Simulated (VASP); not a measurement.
Input of a VASP 6.6.1 run:

INCAR

```
  ALGO = Normal
  EDIFF = 1E-6
  EDIFFG = -0.005
  ENCUT = 600
  GGA = PE
  IBRION = 2
  ISIF = 3
  ISMEAR = -1
  LASPH = T
  LCHARG = F
  LREAL = F
  LWAVE = F
  NELM = 80
  NSW = 60
  PREC = Accurate
  PSTRESS = 16.0
  SIGMA = 0.08
```

The input KPOINTS:

```
k-points
0
Gamma
  13 13 12
```

POSCAR

```
Te
1.0
    3.2865807370      0.0000000000      0.0000000000
   -1.6432903685      2.8462624098      0.0000000000
    0.0000000000      0.0000000000      3.0893858928
Te
1
Direct
    0.0000000000      0.0000000000      0.0000000000
```

Potentials or basis: VASP PAW PBE potentials, release 64 (Te).

Run with:

```bash
$ cat potpaw_PBE.64/Te/POTCAR > POTCAR
$ mpirun -np 1 vasp_std > vasp.out
```

(1) Estimate the space group after relaxing (to 0.1 Å).

(2) What does it give for the relaxed cell?

(3) Estimate the relaxed volume.

(4) What does it give for the band gap on the k mesh?

## Answers

(1) P6/mmm (No. 191).

(2) a = 3.357 Å, b = 3.357 Å, c = 3.085 Å, α = 90.00°, β = 90.00°, γ = 120.00°.

(3) 30.11 Å³/atom.

(4) zero (bands 3 and 4 overlap by 5.99 eV).

Caveat: the cell is relaxed towards a set pressure, so the run minimises the enthalpy, not the energy; spin-orbit coupling is left out, which moves the levels of the heavy elements.
